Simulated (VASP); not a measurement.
# Cl (Cmce) in VASP: a series of runs, part 2 of 2

VASP 6.6.1. The steps go on from the part before.

## (3) Electric field gradients, PBE

Input file INCAR:

```
SYSTEM = Cl
ALGO = Normal ; EDIFF = 1E-8
ENCUT = 520 ; GGA = PE
ISIF = 2 ; ISMEAR = -1
LASPH = .TRUE. ; LCHARG = .FALSE.
LEFG = .TRUE. ; LREAL = .FALSE.
LWAVE = .FALSE. ; NBANDS = 22
NELM = 80 ; PREC = Accurate
SIGMA = 0.02
```

Input file KPOINTS:

```
k-points
0
G
  8 8 4
  0 0 0
```

Input file POSCAR:

```
Cl
1.0
    3.1200000000     -2.2400000000      0.0000000000
    3.1200000000      2.2400000000      0.0000000000
    0.0000000000      0.0000000000      8.2600000000
Cl
4
Direct
    0.1300000000      0.8700000000      0.1000000000
    0.6300000000      0.3700000000      0.4000000000
    0.8700000000      0.1300000000      0.9000000000
    0.3700000000      0.6300000000      0.6000000000
```

Potentials or basis: VASP PAW PBE potentials, release 64 (Cl).

Command:

```sh
$ cat potpaw_PBE.64/Cl/POTCAR > POTCAR
$ mpirun -np 1 vasp_std > vasp.out
```

OUTCAR:

```text
SYSTEM = Cl
   EDIFF = 1E-8
   ENCUT = 520
   GGA = PE
   ISIF = 2
   ISMEAR = -1
   LASPH = .TRUE.
   LREAL = .FALSE.
   NELM = 80
   PREC = Accurate

 ion  position               nearest neighbor table
   1  0.130  0.870  0.100-   3 2.02
   2  0.630  0.370  0.400-   4 2.02
   3  0.870  0.130  0.900-   1 2.02
   4  0.370  0.630  0.600-   2 2.02

  LATTYP: Found a base centered orthorhombic cell.
 ALAT       =     4.4800000000
 B/A-ratio  =     1.3928571429
 C/A-ratio  =     1.8437500000

  Lattice vectors:

 A1 = (  -3.1200000000,  -2.2400000000,   0.0000000000)
 A2 = (   3.1200000000,  -2.2400000000,   0.0000000000)
 A3 = (   0.0000000000,   0.0000000000,   8.2600000000)

Analysis of symmetry for initial positions (statically):
=====================================================================
 Subroutine PRICEL returns:
 Original cell was already a primitive cell.

 Routine SETGRP: Setting up the symmetry group for a
 base centered orthorhombic supercell.

 Subroutine GETGRP returns: Found  8 space group operations
 (whereof  4 operations were pure point group operations)
 out of a pool of  8 trial point group operations.

The static configuration has the point symmetry C_2h.
 The point group associated with its full space group is D_2h.

Analysis of symmetry for dynamics (positions and initial velocities):
=====================================================================
 Subroutine PRICEL returns:
 Original cell was already a primitive cell.

 Routine SETGRP: Setting up the symmetry group for a
[... 170 lines left out ...]
      3     -13.2001      2.00000
      4     -12.6631      2.00000
      5      -5.8578      2.00000
      6      -5.0446      2.00000
[... 589 lines left out ...]
     21       9.7642      0.00000
     22      10.1577      0.00000

 [... further k-points ...]
[... 5 lines left out ...]
  --------------------------------------------------------------------------------------
  -------------------------------------------------------------------------------------
  Total        0.9461360     -0.0269829     -0.5803683      0.0000000     -0.0000000      0.0000000
  in kB       13.1295996     -0.3744437     -8.0538149      0.0000000     -0.0000000      0.0000000
  external PRESSURE =       1.5671137 kB  Pullay stress =       0.0000000 kB

 VOLUME and BASIS-vectors are now :
 -----------------------------------------------------------------------------
  energy-cutoff  :      520.00
  volume of cell :      115.45
      direct lattice vectors                 reciprocal lattice vectors
     3.120000000 -2.240000000  0.000000000     0.160256410 -0.223214286  0.000000000
     3.120000000  2.240000000  0.000000000     0.160256410  0.223214286  0.000000000
     0.000000000  0.000000000  8.260000000     0.000000000  0.000000000  0.121065375

 POSITION                                       TOTAL-FORCE (eV/Angst)
 -----------------------------------------------------------------------------------
      3.12000      1.65760      0.82600         0.000000      0.213135     -0.137049
      3.12000     -0.58240      3.30400         0.000000      0.213135      0.137049
      3.12000     -1.65760      7.43400         0.000000     -0.213135      0.137049
      3.12000      0.58240      4.95600         0.000000     -0.213135     -0.137049
 -----------------------------------------------------------------------------------
    total drift:                                0.000000     -0.000000      0.000000

  FREE ENERGIE OF THE ION-ELECTRON SYSTEM (eV)
  ---------------------------------------------------
  free  energy   TOTEN  =        -7.3028330341 eV

  energy  without entropy=       -7.3028330341  energy(sigma->0) =       -7.30283303

 Electric field gradients (V/A^2)
---------------------------------------------------------------------
 ion       V_xx      V_yy      V_zz      V_xy      V_xz      V_yz
---------------------------------------------------------------------
   1    -284.322     5.719   278.602     0.000     0.000  -372.313
   2    -284.322     5.719   278.602    -0.000    -0.000   372.313
   3    -284.322     5.719   278.602     0.000     0.000  -372.313
   4    -284.322     5.719   278.602    -0.000    -0.000   372.313
---------------------------------------------------------------------

 Electric field gradients after diagonalization (V/A^2)
 (convention: |V_zz| > |V_xx| > |V_yy|)
----------------------------------------------------------------------
 ion       V_xx      V_yy      V_zz     asymmetry (V_yy - V_xx)/ V_zz
----------------------------------------------------------------------
   1    -284.322  -254.366   538.687       0.056
   2    -284.322  -254.366   538.687       0.056
   3    -284.322  -254.366   538.687       0.056
   4    -284.322  -254.366   538.687       0.056
----------------------------------------------------------------------

           NMR quadrupolar parameters

 Cq : quadrupolar parameter    Cq=e*Q*V_zz/h
 eta: asymmetry parameters     (V_yy - V_xx)/ V_zz
 Q  : nuclear electric quadrupole moment in mb (millibarn)
----------------------------------------------------------------------
 ion       Cq(MHz)       eta       Q (mb)
----------------------------------------------------------------------
   1       1.303       0.056       1.000
   2       1.303       0.056       1.000
   3       1.303       0.056       1.000
   4       1.303       0.056       1.000
----------------------------------------------------------------------
```

OSZICAR:

```text
N       E                     dE             d eps       ncg     rms          rms(c)
DAV:   1     0.181077051466E+03    0.18108E+03   -0.12197E+04  2772   0.108E+03
DAV:   2     0.529549641183E+01   -0.17578E+03   -0.17005E+03  3954   0.201E+02
DAV:   3    -0.761587882737E+01   -0.12911E+02   -0.12858E+02  3592   0.622E+01
DAV:   4    -0.778566019761E+01   -0.16978E+00   -0.16971E+00  3588   0.859E+00
DAV:   5    -0.778870160223E+01   -0.30414E-02   -0.30413E-02  3690   0.114E+00    0.153E+01
DAV:   6    -0.742797753218E+01    0.36072E+00   -0.23944E-01  3468   0.277E+00    0.100E+01
DAV:   7    -0.731444445322E+01    0.11353E+00   -0.53754E-01  3456   0.403E+00    0.824E-01
DAV:   8    -0.730254393675E+01    0.11901E-01   -0.66019E-02  3204   0.153E+00    0.391E-01
DAV:   9    -0.730269711787E+01   -0.15318E-03   -0.16693E-03  3450   0.251E-01    0.778E-02
DAV:  10    -0.730282758048E+01   -0.13046E-03   -0.16100E-04  3752   0.810E-02    0.555E-02
DAV:  11    -0.730283179290E+01   -0.42124E-05   -0.43373E-05  3438   0.378E-02    0.144E-02
DAV:  12    -0.730283225103E+01   -0.45813E-06   -0.42635E-06  3408   0.134E-02    0.542E-03
DAV:  13    -0.730283301542E+01   -0.76439E-06   -0.98379E-07  3776   0.616E-03    0.224E-03
DAV:  14    -0.730283302630E+01   -0.10874E-07   -0.12582E-07  3928   0.211E-03    0.668E-04
DAV:  15    -0.730283304154E+01   -0.15244E-07   -0.24801E-08  3168   0.950E-04    0.318E-04
DAV:  16    -0.730283303412E+01    0.74192E-08   -0.27821E-09  2322   0.339E-04
   1 F= -.73028330E+01 E0= -.73028330E+01  d E =-.250989E-11
```

Wall time 2 min (1 thread of AMD EPYC 9R45 (Zen 5), shared host); peak memory 0.23 GiB.

Results:

```
Free energy            : -7.3028 eV
Pressure               : 0.2 GPa
Largest force          : 0.253 eV/Å
Band gap on the k mesh : 2.49 eV, indirect (least direct gap 2.53 eV)
```

Forces in eV/Å, atoms in the order of the input:
```
Cl   0.000  0.213 -0.137
Cl   0.000  0.213  0.137
Cl   0.000 -0.213  0.137
Cl   0.000 -0.213 -0.137
```

Stress tensor (GPa, compression positive):
```
 1.31  0.00  0.00
 0.00 -0.04  0.00
 0.00  0.00 -0.81
```

Levels at points of the mesh, in eV from the valence-band top:
| k point | band 10 | band 11 | band 12 | band 13 | band 14 | band 15 | band 16 | band 17 | band 18 | band 19 |
| --- | --- | --- | --- | --- | --- | --- | --- | --- | --- | --- |
| (0.00, 0.00, 0.00) | -2.09 | -0.69 | -0.41 | -0.14 | -0.04 | 2.49 | 3.08 | 6.98 | 7.62 | 8.88 |
| (0.50, 0.00, 0.00) | -2.39 | -0.52 | -0.52 | -0.14 | -0.14 | 2.89 | 2.89 | 8.42 | 8.42 | 10.02 |
| (0.50, 0.50, 0.00) | -2.78 | -0.98 | -0.89 | -0.37 | -0.02 | 2.57 | 2.77 | 8.68 | 8.77 | 8.79 |
| (0.00, 0.00, 0.50) | -2.10 | -0.64 | -0.64 | -0.09 | -0.09 | 2.71 | 2.71 | 7.53 | 7.53 | 9.69 |
| (0.50, 0.00, 0.50) | -2.41 | -0.44 | -0.44 | 0.00 | 0.00 | 2.78 | 2.78 | 8.63 | 8.63 | 9.95 |
| (0.50, 0.50, 0.50) | -2.73 | -0.70 | -0.70 | -0.48 | -0.48 | 2.61 | 2.61 | 9.01 | 9.01 | 9.97 |

Electric field gradients, principal values (V/Å²):
| atom | least | middle | greatest (by size) |
| --- | --- | --- | --- |
| 1 Cl | -254.366 | -284.322 | 538.687 |
| 2 Cl | -254.366 | -284.322 | 538.687 |
| 3 Cl | -254.366 | -284.322 | 538.687 |
| 4 Cl | -254.366 | -284.322 | 538.687 |

Caveat: without QUAD_EFG the Cq values of the log hold for a quadrupole moment of 1 mb, not for the nuclei.
